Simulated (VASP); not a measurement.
# K (Pmmm) in VASP: single point with r2SCAN

Aim: the single point of K with r2SCAN.

Everything below comes from runs of VASP 6.6.1. Logs are shortened: lines on timing, memory, paths and dates and some standing lists are left out, and cuts for length are marked.

**1. The cell of the first run**

The structure is orthorhombic, space group Pmmm (No. 47). The conventional cell has a = 4.310 Å, b = 4.548 Å, c = 4.785 Å, α = 90.00°, β = 90.00°, γ = 90.00°. K (site symmetry mmm) has 6 K at 4.31 to 4.78 Å within 5.7 Å.

**2. Single point, r2SCAN (normal strain along x +0.0550, normal strain along z +0.1100)**

Input file POSCAR:

```
K
1.0
    4.5475136620      0.0000000000      0.0000000000
    0.0000000000      4.3104394900      0.0000000000
    0.0000000000      0.0000000000      4.7845878339
K
1
Direct
    0.0000000000      0.0000000000      0.0000000000
```

Input file INCAR.step1:

```
SYSTEM = K
ALGO = Normal
EDIFF = 1E-4
ENCUT = 520
GGA = PE
ISMEAR = 0
LASPH = .TRUE.
LCHARG = .FALSE.
LREAL = .FALSE.
LWAVE = .TRUE.
NBANDS = 10
NELM = 80
PREC = Accurate
SIGMA = 0.15
```

Input file INCAR.step2:

```
SYSTEM = K
ALGO = Normal
EDIFF = 1E-6
ENCUT = 520
ISIF = 2
ISMEAR = 0
ISTART = 1
LASPH = .TRUE.
LCHARG = .FALSE.
LMIXTAU = .TRUE.
LREAL = .FALSE.
LWAVE = .FALSE.
METAGGA = R2SCAN
NBANDS = 10
NELM = 80
PREC = Accurate
SIGMA = 0.15
```

Input file KPOINTS:

```
k-points
0
G
  10 10 10
  0 0 0
```

Potentials or basis: VASP PAW PBE potentials, release 64 (K_sv).

The run is started by

```bash
$ cat potpaw_PBE.64/K_sv/POTCAR > POTCAR
$ cp INCAR.step1 INCAR
$ mpirun -np 1 vasp_std > vasp.out
$ cp INCAR.step2 INCAR
$ mpirun -np 1 vasp_std > vasp.out
```

OUTCAR:

```text
SYSTEM = K
   EDIFF = 1E-6
   ENCUT = 520
   ISIF = 2
   ISMEAR = 0
   ISTART = 1
   LASPH = .TRUE.
   LREAL = .FALSE.
   METAGGA = R2SCAN
   NELM = 80
   PREC = Accurate

 ion  position               nearest neighbor table
   1  0.000  0.000  0.000-

  LATTYP: Found a simple orthorhombic cell.
 ALAT       =     4.3104394900
 B/A-ratio  =     1.0550000000
 C/A-ratio  =     1.1100000000

  Lattice vectors:

 A1 = (   0.0000000000,  -4.3104394900,   0.0000000000)
 A2 = (   4.5475136620,   0.0000000000,   0.0000000000)
 A3 = (   0.0000000000,   0.0000000000,   4.7845878339)

Analysis of symmetry for initial positions (statically):
=====================================================================
 Subroutine PRICEL returns:
 Original cell was already a primitive cell.

 Routine SETGRP: Setting up the symmetry group for a
 simple orthorhombic supercell.

 Subroutine GETGRP returns: Found  8 space group operations
 (whereof  8 operations were pure point group operations)
 out of a pool of  8 trial point group operations.

The static configuration has the point symmetry D_2h.

Analysis of symmetry for dynamics (positions and initial velocities):
=====================================================================
 Subroutine PRICEL returns:
 Original cell was already a primitive cell.

 Routine SETGRP: Setting up the symmetry group for a
 simple orthorhombic supercell.

 Subroutine GETGRP returns: Found  8 space group operations
 (whereof  8 operations were pure point group operations)
 out of a pool of  8 trial point group operations.

The dynamic configuration has the point symmetry D_2h.

 Subroutine INISYM returns: Found  8 space group operations
 (whereof  8 operations are pure point group operations),
 and found     1 'primitive' translations

----------------------------------------------------------------------------------------

                                     Primitive cell

  volume of cell :      93.7864

  direct lattice vectors                    reciprocal lattice vectors
     4.547513662  0.000000000  0.000000000     0.219900384  0.000000000  0.000000000
     0.000000000  4.310439490  0.000000000     0.000000000  0.231994905  0.000000000
     0.000000000  0.000000000  4.784587834     0.000000000  0.000000000  0.209004419

  length of vectors
     4.547513662  4.310439490  4.784587834     0.219900384  0.231994905  0.209004419

[... 83 lines left out ...]
   NFREE  =      0    steps in history (QN), initial steepest desc. (CG)
   ISIF   =      2    stress and relaxation
   ISYM   =      2    0-nonsym 1-usesym 2-fastsym
   POTIM  = 0.5000    time-step for ionic-motion
   TEBEG  =    0.0;   TEEND  =   0.0 temperature during run
   PSTRESS=    0.0 pullay stress
   NELECT =       9.0000    total number of electrons
   NUPDOWN=      -1.0000    fix difference up-down
   EMIN   =  10.00;   EMAX   =-10.00  energy-range for DOS
   EFERMI =   0.00;   METHOD = LEGACY
   ISMEAR =     0;   SIGMA  =   0.15  broadening in eV -4-tet -1-fermi 0-gaus
   EFERMI_NEDOS =   21; number of points for ismear=-14 and -15
   IALGO  =     38    algorithm
   IMIX   =      4    mixing-type and parameters
     AMIX     =   0.40;   BMIX     =  1.00
     AMIX_MAG =   1.60;   BMIX_MAG =  1.00
  volume/ion in A,a.u.               =      93.79       632.90
  Fermi-wavevector in a.u.,A,eV,Ry     =   0.749507  1.416363  7.643217  0.561761
  Thomas-Fermi vector in A             =   1.846043
   LORBIT       =      0    0 simple, 1 ext, 2 COOP (PROOUT), +10 PAW based schemes
   METAGGA = R2SCAN    functional components
   LHFCALC =     F    Hartree Fock is set to
   AEXX    =    0.0000 exact exchange contribution
   IVDW    =     0    specifies the selected vdW correction
   LEPSILON=     F    determine dielectric tensor
   LRPA    =     F    only Hartree local field effects (RPA)
 non-spin polarized calculation
 Gauss-broadening in eV      SIGMA  =   0.15
  energy-cutoff  :      520.00
  volume of cell :       93.79
 maximum number of plane-waves:      2550
 NGX is ok and might be reduce to    36
   NGX = 17   NGY = 17   NGZ = 17

 number of electron       9.0000001 magnetization

 Free energy of the ion-electron system (eV)
  ---------------------------------------------------
  ext. energy  EPLUGINS =         0.00000000
  ---------------------------------------------------
  free energy    TOTEN  =        -5.88025190 eV

  energy without entropy =       -5.87162211  energy(sigma->0) =       -5.87593701

 E-fermi :  -0.4921     XC(G=0):  -5.3256

 val. band max:       -0.4961923365   @ k =   0.1000   0.1000   0.5000
 cond. band min:      -0.4853902871   @ k =   0.0000   0.3000   0.4000
 fundamental gap:      0.0108020493
 Fermi energy:        -0.4921136607

 k-point     1 :       0.0000    0.0000    0.0000
  band No.  band energies     occupation
      1     -34.5180      2.00000
      2     -17.1924      2.00000
      3     -17.1894      2.00000
      4     -17.1888      2.00000
      5      -2.4969      2.00000
      6       2.4930      0.00000
      7       2.7567      0.00000
      8       4.9416      0.00000
      9       5.6705      0.00000
     10       5.7273      0.00000
[... 287 lines left out ...]
 k-point    24 :       0.5000    0.3000    0.0000
  band No.  band energies     occupation
      1     -34.5134      2.00000
      2     -17.2356      2.00000
      3     -17.2311      2.00000
      4     -17.1832      2.00000
      5       0.1444      0.00000
      6       0.4730      0.00000
      7       2.9098      0.00000
      8       3.1578      0.00000
      9       4.4026      0.00000
     10       4.7674      0.00000

 [... further k-points ...]

------------------------ aborting loop because EDIFF is reached ----------------------------------------

  FORCE on cell =-STRESS in cart. coord.  units (eV):
  Direction    XX          YY          ZZ          XY          YZ          ZX
  --------------------------------------------------------------------------------------
  -------------------------------------------------------------------------------------
  Total       -0.2226704      0.0417126     -0.3876762      0.0000000      0.0000000      0.0000000
  in kB       -3.8039347      0.7125875     -6.6227699      0.0000000      0.0000000      0.0000000
  external PRESSURE =      -3.2380390 kB  Pullay stress =       0.0000000 kB

 VOLUME and BASIS-vectors are now :
 -----------------------------------------------------------------------------
  energy-cutoff  :      520.00
  volume of cell :       93.79
      direct lattice vectors                 reciprocal lattice vectors
     4.547513662  0.000000000  0.000000000     0.219900384  0.000000000  0.000000000
     0.000000000  4.310439490  0.000000000     0.000000000  0.231994905  0.000000000
     0.000000000  0.000000000  4.784587834     0.000000000  0.000000000  0.209004419

 POSITION                                       TOTAL-FORCE (eV/Angst)
 -----------------------------------------------------------------------------------
      0.00000      0.00000      0.00000         0.000000      0.000000      0.000000
 -----------------------------------------------------------------------------------
    total drift:                                0.000000     -0.000000     -0.000000

  FREE ENERGIE OF THE ION-ELECTRON SYSTEM (eV)
  ---------------------------------------------------
  free  energy   TOTEN  =        -5.8802519009 eV

  energy  without entropy=       -5.8716221141  energy(sigma->0) =       -5.87593701
```

It took 21 min on 1 thread of Intel Xeon 8259CL, shared host; peak memory 0.34 GiB.

Results:

```
Free energy            : -5.8803 eV
Pressure               : -0.3 GPa
Band gap on the k mesh : zero (an odd number of electrons rules out a gap without spin polarisation)
```

Caveat: the cell differs from its parent crystal (normal strain along x +0.0550, normal strain along z +0.1100); the PAW data sets were made with another functional, which shifts forces and pressure a little.
